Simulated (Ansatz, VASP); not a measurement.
## Bi2Te3: VASP beside Ansatz

```
Bi Te
1.0
     2.17377    1.25503   10.34901
    -2.17377    1.25503   10.34901
     0.00000   -2.51005   10.34901
Bi Te
2 3
Direct
  0.39896 0.39896 0.39896
  0.60104 0.60104 0.60104
  0.21204 0.21204 0.21204
  0.78796 0.78796 0.78796
  0.00000 0.00000 0.00000
```

Change from the starting cell: hydrostatic strain -1.0%.

Alike in both runs: task single point; functional r2SCAN; k mesh 8 × 8 × 8; no spin polarisation.

|  | VASP | Ansatz |
| --- | --- | --- |
| version | VASP 6.6.1 | Ansatz 0.2.0 |
| potentials or method | VASP PAW PBE potentials, release 64 (Bi_d, Te) | plane waves, PAW |
| plane-wave cutoff (eV) | 520 | 500 |
| occupations | gaussian, width 0.01 eV | fixed |
| valence electrons in the cell | 48 | 78 |

Ansatz gave:

```
gap on the k mesh at the Fermi level (eV)                     : 0.66
pressure (GPa)                                                : 2.1
traceless stress, the component that is largest in VASP (GPa) : -0.26
rms of the force components (eV/Å)                            : 0.016
```

Q: What did VASP give for the same quantities?

A: gap on the k mesh at the Fermi level (eV): 0.65; pressure (GPa): 2.1; traceless stress, the component that is largest in VASP (GPa): -0.26; rms of the force components (eV/Å): 0.008.

VASP's potentials were made for PBE, not for r2SCAN. Atom by atom the forces differ by 0.008 eV/Å (rms over components). VASP's potentials hold 48 valence electrons a cell and Ansatz's 78, so a difference there can come from the potentials and not from the codes.

Neither program's run includes spin-orbit coupling.
